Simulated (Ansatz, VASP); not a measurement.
AlN: VASP beside Ansatz

Contents of INCAR:

```
  ALGO = Normal
  EDIFF = 1E-6
  ENCUT = 520
  GGA = PE
  ISIF = 2
  ISMEAR = 0
  LASPH = T
  LCHARG = F
  LREAL = F
  LWAVE = F
  NBANDS = 26
  NELM = 80
  PREC = Accurate
  SIGMA = 0.05
```

File KPOINTS:

```
k-points
0
Gamma
  8 8 3
```

File POSCAR:

```
AlN
1.0
   -3.1302395629      0.0000000000      0.0000000000
   -1.5651197814     -2.7108669814      0.0000000000
    0.0000000000      0.0000000000     16.0359593112
Al N
4 4
Direct
    0.3333333333      0.3333333333      0.4096844436
    0.3333333333      0.3333333333      0.0967639904
    0.6666666667      0.6666666667      0.5661446702
    0.6666666667      0.6666666667      0.2532242170
    0.3333333333      0.3333333333      0.5290769161
    0.3333333333      0.3333333333      0.2161564628
    0.6666666667      0.6666666667      0.0596962362
    0.6666666667      0.6666666667      0.3726166894
```

Input for Ansatz:

```yaml
crystal:
  lattice:
    - [-3.1302395629, 0.0, 0.0]
    - [-1.5651197814, -2.7108669814, 0.0]
    - [0.0, 0.0, 16.0359593112]
  atoms:
    - { symbol: Al, position: [0.3333333333, 0.3333333333, 0.4096844436] }
    - { symbol: Al, position: [0.3333333333, 0.3333333333, 0.0967639904] }
    - { symbol: Al, position: [0.6666666667, 0.6666666667, 0.5661446702] }
    - { symbol: Al, position: [0.6666666667, 0.6666666667, 0.253224217] }
    - { symbol: "N", position: [0.3333333333, 0.3333333333, 0.5290769161] }
    - { symbol: "N", position: [0.3333333333, 0.3333333333, 0.2161564628] }
    - { symbol: "N", position: [0.6666666667, 0.6666666667, 0.0596962362] }
    - { symbol: "N", position: [0.6666666667, 0.6666666667, 0.3726166894] }
basis:
  ecutwfc: 420
kpoints:
  mp_grid: { grid: [8, 8, 3] }
hamiltonian:
  xc: pbe
scf:
  occupations: { method: gaussian, width: 0.05 }
output:
  forces: true
  stress: true
  eigenvalues: true
  write_density: true
  write_potential: true
  elf: true
  volumetric_format: npy
```

Alike in both runs: task single point; functional PBE; k mesh 8 × 8 × 3; occupations gaussian, width 0.05 eV; no spin polarisation.

```csv
,VASP,Ansatz
version,VASP 6.6.1,Ansatz 0.2.0
potentials or method,"VASP PAW PBE potentials, release 64 (Al, N), cutoff 520 eV","scalar-relativistic, plane waves, PAW"
valence electrons in the cell,32,32
```

Ansatz gave:

```
gap on the k mesh at the Fermi level (eV) : none
rms of the force components (eV/Å)        : 0.773
```

Q: Estimate VASP's values.

A: gap on the k mesh at the Fermi level (eV): none; rms of the force components (eV/Å): 0.772.

Atom by atom the forces differ by 0.006 eV/Å (rms over components). A gap of «none» marks a metal or a gap that the smearing closes. With one functional, cell and mesh, what is left measures potentials, basis and numerics. Ansatz's warnings: xc potential rough in thin density.
